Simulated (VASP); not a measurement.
Here is a VASP 6.6.1 calculation.

The input INCAR:

```
PREC = Accurate
ENCUT = 520
EDIFF = 1E-8
ISMEAR = 0
SIGMA = 0.01
LREAL = False
LASPH = True
NELM = 60
ALGO = Normal
ISIF = 2
LWAVE = False
LCHARG = False
GGA = CA
NBANDS = 16
IBRION = 8
NSW = 1
LEPSILON = True
```

File KPOINTS:

```
Automatic mesh
0
Gamma
  8 8 8
```

POSCAR

```
CdS
1.0
    0.0000000000      2.8782537451      2.8782537451
    2.8782537451      0.0000000000      2.8782537451
    2.8782537451      2.8782537451      0.0000000000
Cd S
1 1
Direct
    0.0000000000      0.0000000000      0.0000000000
    0.2500000000      0.2500000000      0.2500000000
```

Potentials or basis: VASP PAW LDA potentials, release 64 (Cd, S).

Run with:

```console
$ cat potpaw_LDA.64/Cd/POTCAR potpaw_LDA.64/S/POTCAR > POTCAR
$ mpirun -np 1 vasp_std > vasp.out
```

Q: Predict the electronic dielectric tensor (diagonal).

A: 7.26.

Q: Estimate the Born charges (mean of the diagonal).

A: Cd +2.17; S -2.17 e.

Q: Estimate the highest phonon frequency at Γ, LO-TO splitting left out.

A: 249 cm⁻¹.

Born effective charge tensors (e):
atom 1, Cd
```
2.17 0.00 0.00
0.00 2.17 0.00
0.00 0.00 2.17
```
atom 2, S
```
-2.17  0.00  0.00
 0.00 -2.17  0.00
 0.00  0.00 -2.17
```
